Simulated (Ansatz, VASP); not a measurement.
# SnO2 in VASP and in Ansatz

The input INCAR:

```
ALGO = Normal
EDIFF = 1E-6
ENCUT = 520
GGA = PE
ISIF = 2
ISMEAR = 0
IVDW = 12
LASPH = True
LCHARG = False
LREAL = False
LWAVE = False
NBANDS = 49
NELM = 100
PREC = Accurate
SIGMA = 0.05
```

The input KPOINTS:

```
k-points
0
Gamma
  9 9 2
```

POSCAR

```
SnO2
1.0
   -3.2372529198      0.0000000000      0.0000000000
   -1.6186264599     -2.8035432670      0.0000000000
   -3.3991155658     -1.9624802870     14.3754773976
Sn O
3 6
Direct
    0.3531976423      0.3531976423      0.4478128920
    0.8955172914     -0.1044827086      0.1492610123
   -0.1891220069     -0.1891220069      0.7463647718
    0.5139499048      0.5139499048      0.2181668027
    0.4293106065     -0.5706893935      0.8152705622
   -0.0283697444     -0.0283697444      0.5167186824
    0.1924453797      0.1924453797      0.6774589813
    0.7347650289     -0.2652349711      0.3789071016
    0.2770846780      0.2770846780      0.0803552219
```

Input for Ansatz:

```yaml
crystal:
  lattice:
    - [-3.2372529198, 0.0, 0.0]
    - [-1.6186264599, -2.803543267, 0.0]
    - [-3.3991155658, -1.962480287, 14.3754773976]
  atoms:
    - { symbol: Sn, position: [0.3531976423, 0.3531976423, 0.447812892] }
    - { symbol: Sn, position: [0.8955172914, -0.1044827086, 0.1492610123] }
    - { symbol: Sn, position: [-0.1891220069, -0.1891220069, 0.7463647718] }
    - { symbol: O, position: [0.5139499048, 0.5139499048, 0.2181668027] }
    - { symbol: O, position: [0.4293106065, -0.5706893935, 0.8152705622] }
    - { symbol: O, position: [-0.0283697444, -0.0283697444, 0.5167186824] }
    - { symbol: O, position: [0.1924453797, 0.1924453797, 0.6774589813] }
    - { symbol: O, position: [0.7347650289, -0.2652349711, 0.3789071016] }
    - { symbol: O, position: [0.277084678, 0.277084678, 0.0803552219] }
basis:
  ecutwfc: 520.0
kpoints:
  mp_grid: { grid: [9, 9, 2] }
hamiltonian:
  xc: pbe
  pseudopotentials: { kind: paw, azcp: { folder: soft_1 } }
  dispersion: d3bj
scf:
  occupations: { method: gaussian, width: 0.05 }
output:
  forces: true
  stress: true
  eigenvalues: true
```

Alike in both runs: task single point; functional PBE; dispersion D3(BJ); k mesh 9 × 9 × 2; occupations gaussian, width 0.05 eV; no spin polarisation.

|  | VASP | Ansatz |
| --- | --- | --- |
| version | VASP 6.6.1 | Ansatz 0.2.0 |
| potentials or method | VASP PAW PBE potentials, release 64 (Sn_d, O), cutoff 520 eV | scalar-relativistic, plane waves, PAW |
| valence electrons in the cell | 78 | 78 |

```tsv
	VASP	Ansatz	Ansatz less VASP
gap on the k mesh at the Fermi level (eV)	1.86	1.88	+0.021
least direct gap on the mesh (eV)	1.99	2.01	+0.017
pressure (GPa)	0.3	-0.3	-0.61
traceless stress, the component that is largest in VASP (GPa)	0.03	0.43	+0.396
rms of the force components (eV/Å)	0.081	0.065	-0.0164
```

Atom by atom the forces differ by 0.026 eV/Å (rms over components).
